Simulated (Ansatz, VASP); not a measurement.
## One calculation of WS2, two programs

Contents of INCAR:

```
SYSTEM = WS2
ALGO     = Normal         ! electronic algorithm
EDIFF    = 1E-7           ! SCF threshold, eV
ENCUT    = 520            ! plane-wave cutoff, eV
GGA      = PS             ! functional
ISIF     = 2              ! what is computed and relaxed
ISMEAR   = 0              ! smearing method
IVDW     = 12             ! dispersion correction
LASPH    = .True.         ! aspherical terms in the spheres
LCHARG   = .False.        ! write CHGCAR
LREAL    = .False.        ! projectors in reciprocal space
LWAVE    = .False.        ! write WAVECAR
NBANDS   = 20             ! bands
NELM     = 80             ! most SCF steps
PREC     = Accurate       ! precision mode
SIGMA    = 0.05           ! smearing width, eV
```

KPOINTS

```
k-points
0
Gamma
  12 12 2
  0 0 0
```

Contents of POSCAR:

```
WS2
1.0
    3.1239380587      0.0000000000      0.0000000000
   -1.5619690294      2.7054097187      0.0000000000
    0.0000000000      0.0000000000     16.9375357456
W S
1 2
Direct
    0.3333333333      0.6666666667      0.0016144304
    0.6569353598      0.3333333333      0.9025223990
    0.6763979736      0.3333333333      0.0882200560
```

Input for Ansatz:

```yaml
crystal:
  lattice:
    - [3.1239380587, 0.0, 0.0]
    - [-1.5619690294, 2.7054097187, 0.0]
    - [0.0, 0.0, 16.9375357456]
  atoms:
    - { symbol: W, position: [0.3333333333, 0.6666666667, 0.0016144304] }
    - { symbol: S, position: [0.6569353598, 0.3333333333, 0.902522399] }
    - { symbol: S, position: [0.6763979736, 0.3333333333, 0.088220056] }
basis:
  ecutwfc: 420
kpoints:
  mp_grid: { grid: [12, 12, 2] }
hamiltonian:
  xc: pbesol
  pseudopotentials: { kind: paw, azcp: { folder: soft_1 } }
  dispersion: d3bj
scf:
  occupations: { method: gaussian, width: 0.05 }
output:
  forces: true
  stress: true
  eigenvalues: true
```

Change from the starting cell: mode 4 frozen in at -0.030 Å and mode 9 at -0.078 Å (largest displacements).

Alike in both runs: task single point; functional PBEsol; dispersion D3(BJ); k mesh 12 × 12 × 2; occupations gaussian, width 0.05 eV; no spin polarisation.

|  | VASP | Ansatz |
| --- | --- | --- |
| version | VASP 6.6.1 | Ansatz 0.2.0 |
| potentials or method | VASP PAW PBE potentials, release 64 (W_sv, S), cutoff 520 eV | scalar-relativistic, plane waves, PAW |
| valence electrons in the cell | 26 | 26 |

```tsv
	VASP	Ansatz	Ansatz less VASP
gap on the k mesh at the Fermi level (eV)	1.90	1.89	-0.010
least direct gap on the mesh (eV)	2.04	2.03	-0.003
rms of the force components (eV/Å)	1.486	1.483	-0.0034
```

VASP's potentials were made for PBE, not for PBEsol, and Ansatz warns of the same on its side. Atom by atom the forces differ by 0.010 eV/Å (rms over components).

Neither program's run includes spin-orbit coupling.
